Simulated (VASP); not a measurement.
A run of VASP 6.6.1:

File POSCAR:

```
Te
1.0
    4.6013525159      0.0000000000      0.0000000000
   -2.3006762580      3.9848881706      0.0000000000
    0.0000000000      0.0000000000      5.9000620010
Te
3
Direct
    0.2027907643      0.0539064057      0.4033333333
    0.0539064057      0.2027907643      0.5966666667
    0.7433028300      0.7433028300      0.0000000000
```

Contents of INCAR.step1:

```
ALGO = Normal
EDIFF = 1E-4
ENCUT = 520
GGA = PE
ISMEAR = -1
LASPH = True
LCHARG = False
LREAL = False
LWAVE = True
NBANDS = 16
NELM = 100
PREC = Accurate
SIGMA = 0.05
```

INCAR.step2

```
ALGO = Normal
EDIFF = 1E-8
ENCUT = 520
ISIF = 2
ISMEAR = -1
ISTART = 1
LASPH = True
LCHARG = False
LEFG = True
LMIXTAU = True
LREAL = False
LWAVE = False
METAGGA = R2SCAN
NBANDS = 16
NELM = 100
PREC = Accurate
SIGMA = 0.05
```

The input KPOINTS:

```
k-points
0
Gamma
  8 8 5
```

Potentials or basis: VASP PAW PBE potentials, release 64 (Te).

The run is started by

```bash
$ cat potpaw_PBE.64/Te/POTCAR > POTCAR
$ cp INCAR.step1 INCAR
$ mpirun -np 1 vasp_std > vasp.out
$ cp INCAR.step2 INCAR
$ mpirun -np 1 vasp_std > vasp.out
```

Hardware: 1 thread of Intel(R) Xeon(R) Platinum 8488C (Sapphire Rapids), on a shared host.

**Question.** How long does it take, and how much memory?

**Answer.** Wall time 8 min on 1 thread of Intel(R) Xeon(R) Platinum 8488C (Sapphire Rapids), on a shared host, peak memory 0.33 GiB. Counts: k points 93.
